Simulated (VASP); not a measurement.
# BaTiO3 (Pm-3m) in VASP: a series of runs

BaTiO3 is run at these levels: PBE; tasks: single point, relaxation of cell and atoms.

All numbers are computed with VASP 6.6.1; they aren't measurements. Logs are shortened: lines on timing, memory, paths and dates and some standing lists are left out, and cuts for length are marked.

## (1) The cell of the first run

Symmetry: Pm-3m, No. 221, cubic system. The conventional cell has a = 4.003 Å, b = 4.003 Å, c = 4.003 Å, α = 90.00°, β = 90.00°, γ = 90.00°. Ba (site symmetry m-3m) has 12 O at 2.83 Å and 8 Ti at 3.47 Å within 3.7 Å. Within 2.7 Å of Ti (site symmetry m-3m) lie 6 O at 2.00 Å. Within 2.7 Å of O (site symmetry 4/mmm) lie 2 Ti at 2.00 Å.

## (2) Single point, PBE

The input, INCAR:

```
PREC     = Accurate       # precision mode
ENCUT    = 520            # plane-wave cutoff, eV
EDIFF    = 1E-7           # SCF threshold, eV
ISMEAR   = 0              # smearing method
SIGMA    = 0.01           # smearing width, eV
LREAL    = False          # projectors in reciprocal space
LASPH    = True           # aspherical terms in the spheres
NELM     = 60             # most SCF steps
ALGO     = Normal         # electronic algorithm
ISIF     = 2              # what is computed and relaxed
LWAVE    = False          # write WAVECAR
LCHARG   = False          # write CHGCAR
GGA      = PE             # functional
NBANDS   = 28             # bands
```

The input, KPOINTS:

```
Automatic mesh
0
Gamma
  6 6 6
```

The input, POSCAR:

```
BaTiO3
1.0
    4.0031242708      0.0000000000      0.0000000000
    0.0000000000      4.0031242708      0.0000000000
    0.0000000000      0.0000000000      4.0031242708
Ba Ti O
1 1 3
Direct
    0.5000000000      0.5000000000      0.5000000000
    0.0000000000      0.0000000000      0.0000000000
    0.5000000000      0.0000000000      0.0000000000
    0.0000000000      0.0000000000      0.5000000000
    0.0000000000      0.5000000000      0.0000000000
```

Potentials or basis: VASP PAW PBE potentials, release 64 (Ba_sv, Ti_sv, O).

Launch:

```sh
$ cat potpaw_PBE.64/Ba_sv/POTCAR potpaw_PBE.64/Ti_sv/POTCAR potpaw_PBE.64/O/POTCAR > POTCAR
$ mpirun -np 1 vasp_std > vasp.out
```

OUTCAR:

```text
PREC = Accurate
   ENCUT = 520
   EDIFF = 1E-7
   ISMEAR = 0
   LREAL = False
   LASPH = True
   NELM = 60
   ISIF = 2
   GGA = PE

 ion  position               nearest neighbor table
   1  0.500  0.500  0.500-   3 2.83   4 2.83   5 2.83   3 2.83   5 2.83   3 2.83   4 2.83   3 2.83
                             4 2.83   5 2.83   5 2.83   4 2.83   2 3.47   2 3.47   2 3.47   2 3.47
   2  0.000  0.000  0.000-   3 2.00   4 2.00   5 2.00   4 2.00   5 2.00   3 2.00   1 3.47   1 3.47
                             1 3.47   1 3.47   1 3.47   1 3.47   1 3.47   1 3.47
   3  0.500  0.000  0.000-   2 2.00   2 2.00   1 2.83   1 2.83   1 2.83   1 2.83
   4  0.000  0.000  0.500-   2 2.00   2 2.00   1 2.83   1 2.83   1 2.83   1 2.83
   5  0.000  0.500  0.000-   2 2.00   2 2.00   1 2.83   1 2.83   1 2.83   1 2.83

  LATTYP: Found a simple cubic cell.
 ALAT       =     4.0031242708

  Lattice vectors:

 A1 = (   4.0031242708,   0.0000000000,   0.0000000000)
 A2 = (   0.0000000000,   4.0031242708,   0.0000000000)
 A3 = (   0.0000000000,   0.0000000000,   4.0031242708)

Analysis of symmetry for initial positions (statically):
=====================================================================
 Subroutine PRICEL returns:
 Original cell was already a primitive cell.

 Routine SETGRP: Setting up the symmetry group for a
 simple cubic supercell.

 Subroutine GETGRP returns: Found 48 space group operations
 (whereof 48 operations were pure point group operations)
 out of a pool of 48 trial point group operations.

The static configuration has the point symmetry O_h .

Analysis of symmetry for dynamics (positions and initial velocities):
=====================================================================
 Subroutine PRICEL returns:
 Original cell was already a primitive cell.

 Routine SETGRP: Setting up the symmetry group for a
 simple cubic supercell.

 Subroutine GETGRP returns: Found 48 space group operations
 (whereof 48 operations were pure point group operations)
 out of a pool of 48 trial point group operations.

The dynamic configuration has the point symmetry O_h .

 Subroutine INISYM returns: Found 48 space group operations
 (whereof 48 operations are pure point group operations),
 and found     1 'primitive' translations

----------------------------------------------------------------------------------------

                                     Primitive cell

  volume of cell :      64.1501

  direct lattice vectors                    reciprocal lattice vectors
     4.003124271  0.000000000  0.000000000     0.249804885  0.000000000  0.000000000
[... 92 lines left out ...]
   NFREE  =      0    steps in history (QN), initial steepest desc. (CG)
   ISIF   =      2    stress and relaxation
   ISYM   =      2    0-nonsym 1-usesym 2-fastsym
   POTIM  = 0.5000    time-step for ionic-motion
   TEBEG  =    0.0;   TEEND  =   0.0 temperature during run
   PSTRESS=    0.0 pullay stress
   NELECT =      40.0000    total number of electrons
   NUPDOWN=      -1.0000    fix difference up-down
   EMIN   =  10.00;   EMAX   =-10.00  energy-range for DOS
   EFERMI =   0.00;   METHOD = LEGACY
   ISMEAR =     0;   SIGMA  =   0.01  broadening in eV -4-tet -1-fermi 0-gaus
   EFERMI_NEDOS =   21; number of points for ismear=-14 and -15
   IALGO  =     38    algorithm
   IMIX   =      4    mixing-type and parameters
     AMIX     =   0.40;   BMIX     =  1.00
     AMIX_MAG =   1.60;   BMIX_MAG =  1.00
  volume/ion in A,a.u.               =      12.83        86.58
  Fermi-wavevector in a.u.,A,eV,Ry     =   1.398607  2.642984 26.614384  1.956102
  Thomas-Fermi vector in A             =   2.521749
   LORBIT       =      0    0 simple, 1 ext, 2 COOP (PROOUT), +10 PAW based schemes
   GGA     = PE    functional components
   LHFCALC =     F    Hartree Fock is set to
   AEXX    =    0.0000 exact exchange contribution
   IVDW    =     0    specifies the selected vdW correction
   LEPSILON=     F    determine dielectric tensor
   LRPA    =     F    only Hartree local field effects (RPA)
 non-spin polarized calculation
 Gauss-broadening in eV      SIGMA  =   0.01
  energy-cutoff  :      520.00
  volume of cell :       64.15
 maximum number of plane-waves:      1755
 NGX is ok and might be reduce to    30
   NGX = 15   NGY = 15   NGZ = 15

 number of electron      39.9999976 magnetization

 Free energy of the ion-electron system (eV)
  ---------------------------------------------------
  ext. energy  EPLUGINS =         0.00000000
  ---------------------------------------------------
  free energy    TOTEN  =       -39.96691579 eV

  energy without entropy =      -39.96691579  energy(sigma->0) =      -39.96691579

 E-fermi :   3.9177     XC(G=0): -11.2578

 val. band max:        3.8307545308   @ k =   0.5000   0.5000   0.5000
 cond. band min:       5.5736335553   @ k =   0.0000   0.0000   0.0000
 fundamental gap:      1.7428790245
 Fermi energy:         3.9177114753

 k-point     1 :       0.0000    0.0000    0.0000
  band No.  band energies     occupation
      1     -52.8106      2.00000
      2     -29.0213      2.00000
      3     -29.0213      2.00000
      4     -29.0213      2.00000
      5     -20.9841      2.00000
      6     -13.0615      2.00000
[... 609 lines left out ...]
     27      11.4948      0.00000
     28      11.4948      0.00000

------------------------ aborting loop because EDIFF is reached ----------------------------------------

  FORCE on cell =-STRESS in cart. coord.  units (eV):
  Direction    XX          YY          ZZ          XY          YZ          ZX
  --------------------------------------------------------------------------------------
  -------------------------------------------------------------------------------------
  Total        1.5247720      1.5247720      1.5247720      0.0000000     -0.0000000      0.0000000
  in kB       38.0818714     38.0818714     38.0818714      0.0000000     -0.0000000      0.0000000
  external PRESSURE =      38.0818714 kB  Pullay stress =       0.0000000 kB

 VOLUME and BASIS-vectors are now :
 -----------------------------------------------------------------------------
  energy-cutoff  :      520.00
  volume of cell :       64.15
      direct lattice vectors                 reciprocal lattice vectors
     4.003124271  0.000000000  0.000000000     0.249804885  0.000000000  0.000000000
     0.000000000  4.003124271  0.000000000     0.000000000  0.249804885  0.000000000
     0.000000000  0.000000000  4.003124271     0.000000000  0.000000000  0.249804885

 POSITION                                       TOTAL-FORCE (eV/Angst)
 -----------------------------------------------------------------------------------
      2.00156      2.00156      2.00156         0.000000      0.000000      0.000000
      0.00000      0.00000      0.00000         0.000000      0.000000      0.000000
      2.00156      0.00000      0.00000         0.000000      0.000000      0.000000
      0.00000      0.00000      2.00156         0.000000      0.000000      0.000000
      0.00000      2.00156      0.00000         0.000000      0.000000      0.000000
 -----------------------------------------------------------------------------------
    total drift:                                0.000000     -0.000000      0.000000

  FREE ENERGIE OF THE ION-ELECTRON SYSTEM (eV)
  ---------------------------------------------------
  free  energy   TOTEN  =       -39.9669157869 eV

  energy  without entropy=      -39.9669157869  energy(sigma->0) =      -39.96691579
```

OSZICAR:

```text
N       E                     dE             d eps       ncg     rms          rms(c)
DAV:   1     0.427079101634E+03    0.42708E+03   -0.20437E+04  1120   0.152E+03
DAV:   2    -0.114274653075E+02   -0.43851E+03   -0.41749E+03  1336   0.413E+02
DAV:   3    -0.491524635776E+02   -0.37725E+02   -0.37371E+02  1320   0.131E+02
DAV:   4    -0.509443646437E+02   -0.17919E+01   -0.17881E+01  1724   0.247E+01
DAV:   5    -0.509816464767E+02   -0.37282E-01   -0.37268E-01  1432   0.323E+00    0.229E+01
DAV:   6    -0.402224522739E+02    0.10759E+02   -0.57010E+01  1520   0.659E+01    0.984E+00
DAV:   7    -0.401234400315E+02    0.99012E-01   -0.94637E+00  1444   0.225E+01    0.653E+00
DAV:   8    -0.399547324493E+02    0.16871E+00   -0.67233E-01  1388   0.723E+00    0.328E+00
DAV:   9    -0.399974139317E+02   -0.42681E-01   -0.31632E-01  1552   0.462E+00    0.158E+00
DAV:  10    -0.399708288339E+02    0.26585E-01   -0.17899E-01  1244   0.445E+00    0.504E-01
DAV:  11    -0.399669142347E+02    0.39146E-02   -0.17580E-02  1528   0.998E-01    0.116E-01
DAV:  12    -0.399671713962E+02   -0.25716E-03   -0.16722E-03  1488   0.355E-01    0.147E-01
DAV:  13    -0.399669128950E+02    0.25850E-03   -0.89009E-04  1344   0.311E-01    0.125E-02
DAV:  14    -0.399669157945E+02   -0.28995E-05   -0.35012E-05  1388   0.380E-02    0.774E-03
DAV:  15    -0.399669166146E+02   -0.82012E-06   -0.57760E-06  1520   0.212E-02    0.794E-03
DAV:  16    -0.399669157196E+02    0.89496E-06   -0.31384E-06  1296   0.186E-02    0.108E-03
DAV:  17    -0.399669157869E+02   -0.67233E-07   -0.73416E-08  1044   0.198E-03
   1 F= -.39966916E+02 E0= -.39966916E+02  d E =-.113467E-36
```

stdout:

```text
POSCAR found type information on POSCAR BaTiO
 POSCAR found :  3 types and       5 ions
 scaLAPACK will be used
 LDA part: xc-table for (Slater+PW92), standard interpolation
 POSCAR, INCAR and KPOINTS ok, starting setup
 FFT: planning ... GRIDC
 FFT: planning ... GRID_SOFT
 FFT: planning ... GRID
 WAVECAR not read
 entering main loop
```

Wall time 86 s (1 thread of Intel Xeon 8259CL, shared host); peak memory 0.19 GiB.

Results:

- Free energy: -39.9669 eV
- Pressure: 3.8 GPa
- Band gap on the k mesh: 1.74 eV (least direct gap 1.89 eV)

Caveat: the cell stands under pressure; spin-orbit coupling is left out, which moves the levels of the heavy elements. A hybrid or GW would open this gap; PBE tends to underestimate it.

## (3) Relaxation of cell and atoms, PBE

This run uses another cell than the first one, of 12.86 Å³/atom.

The input, INCAR:

```
SYSTEM = BaTiO3
ALGO = Normal
EDIFF = 1E-7
EDIFFG = -0.02
ENCUT = 600
GGA = PE
IBRION = 2
ISIF = 3
ISMEAR = 0
LASPH = .True.
LCHARG = .False.
LREAL = .False.
LWAVE = .False.
NELM = 60
NSW = 80
PREC = Accurate
SIGMA = 0.01
```

The input, KPOINTS:

```
k-points
0
Gamma
  6 6 6
  0 0 0
```

POSCAR, as its differences from that of step 2:

```diff
@@ -2,5 +2,5 @@
 1.0
-    4.0031242708      0.0000000000      0.0000000000
-    0.0000000000      4.0031242708      0.0000000000
-    0.0000000000      0.0000000000      4.0031242708
+    4.0060000000      0.0000000000      0.0000000000
+    0.0000000000      4.0060000000      0.0000000000
+    0.0000000000      0.0000000000      4.0060000000
 Ba Ti O
```

Potentials or basis: VASP PAW PBE potentials, release 64 (Ba_sv, Ti_sv, O).

Launch:

```sh
$ cat potpaw_PBE.64/Ba_sv/POTCAR potpaw_PBE.64/Ti_sv/POTCAR potpaw_PBE.64/O/POTCAR > POTCAR
$ mpirun -np 1 vasp_std > vasp.out
```

Run time: 2.6 min. Hardware: 1 thread of Intel Xeon 8259CL, shared host; peak memory 0.21 GiB.

Results (log left out):

```
Free energy                           : -39.9892 eV
Relaxed volume                        : 13.11 Å³/atom
Relaxed cell                          : a = 4.032 Å, b = 4.032 Å, c = 4.032 Å, α = 90.00°, β = 90.00°, γ = 90.00°
Space group after relaxing (to 0.1 Å) : Pm-3m (No. 221)
Energy gained by relaxing             : 2.5 meV/atom
Ionic steps                           : 3
Pressure after relaxing               : 0.0 GPa
Band gap on the k mesh                : 1.70 eV (least direct gap 1.87 eV)
```

Step by step:
| step | energy change (eV) | largest force (eV/Å) | pressure (GPa) | volume (Å³) |
| --- | --- | --- | --- | --- |
| 1 | 0.0000 | 0.0000 | 3.27 | 64.29 |
| 2 | -0.0015 | 0.0000 | -2.84 | 66.76 |
| 3 | -0.0125 | 0.0000 | 0.00 | 65.55 |

Final structure:
```yaml
crystal:
  lattice:
    - [4.03195, 0.00000, 0.00000]
    - [0.00000, 4.03195, 0.00000]
    - [0.00000, 0.00000, 4.03195]
  atoms:
    - { symbol: Ba, position: [0.50000, 0.50000, 0.50000] }
    - { symbol: Ti, position: [0.00000, 0.00000, 0.00000] }
    - { symbol: O, position: [0.50000, 0.00000, 0.00000] }
    - { symbol: O, position: [0.00000, 0.00000, 0.50000] }
    - { symbol: O, position: [0.00000, 0.50000, 0.00000] }
```

Levels at points of the mesh, in eV from the valence-band top:
```tsv
k point	band 18	band 19	band 20	band 21	band 22	band 23
(0.00, 0.00, 0.00)	-0.17	-0.17	-0.17	1.70	1.70	1.70
(0.50, 0.00, 0.00)	-1.80	-0.71	-0.71	1.85	3.38	3.38
(0.50, 0.50, 0.00)	-0.88	-0.88	-0.09	3.38	3.38	3.79
(0.50, 0.50, 0.50)	0.00	0.00	0.00	4.02	4.02	4.02
```

Caveat: spin-orbit coupling is left out, which moves the levels of the heavy elements. PBE usually gives volumes a little too large and moduli too small.

(Part 1 of 3 ends here.)
